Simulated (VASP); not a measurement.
TaTlO2, 4 atoms in the cell. It takes space group P6/mmm (No. 191, hexagonal). Conventional cell: a = 3.306 Å, b = 3.306 Å, c = 8.324 Å, α = 90.00°, β = 90.00°, γ = 120.00°. Within 2.5 Å of Ta (site symmetry 6/mmm) lie 6 O at 1.91 Å. Tl (site symmetry 6/mmm) has 6 Tl at 3.31 Å and 2 Ta at 4.16 Å within 4.3 Å. Within 2.5 Å of O (site symmetry -6m2) lie 3 Ta at 1.91 Å and 3 O at 1.91 Å. The cell was built from a structure type or drawn by symmetry, and may not be a known phase.

* Program: VASP 6.6.1
* Task: single point
* Functional: PBE
* Potentials or basis: VASP PAW PBE potentials, release 64 (Ta_pv, Tl_d, O)
* Cutoff: 520 eV
* k mesh: 6 × 6 × 2
* Occupations: gaussian, width 0.1 eV
* Spin: no spin polarisation
* Dipole correction: no
* Further INCAR settings: ALGO = Normal; EDIFF = 1e-06; NBANDS = 26

Potentials or basis: VASP PAW PBE potentials, release 64 (Ta_pv, Tl_d, O).

Command:

```bash
$ cat potpaw_PBE.64/Ta_pv/POTCAR potpaw_PBE.64/Tl_d/POTCAR potpaw_PBE.64/O/POTCAR > POTCAR
$ mpirun -np 1 vasp_std > vasp.out
```

Hardware: 1 thread of Intel Xeon 8259CL, on a shared host.

Q: Estimate the wall time of this run.

A: Run time: 89 s on 1 thread of Intel Xeon 8259CL, with other jobs on the host, peak memory 0.22 GiB. Counts: scf iterations 17, k points 14.
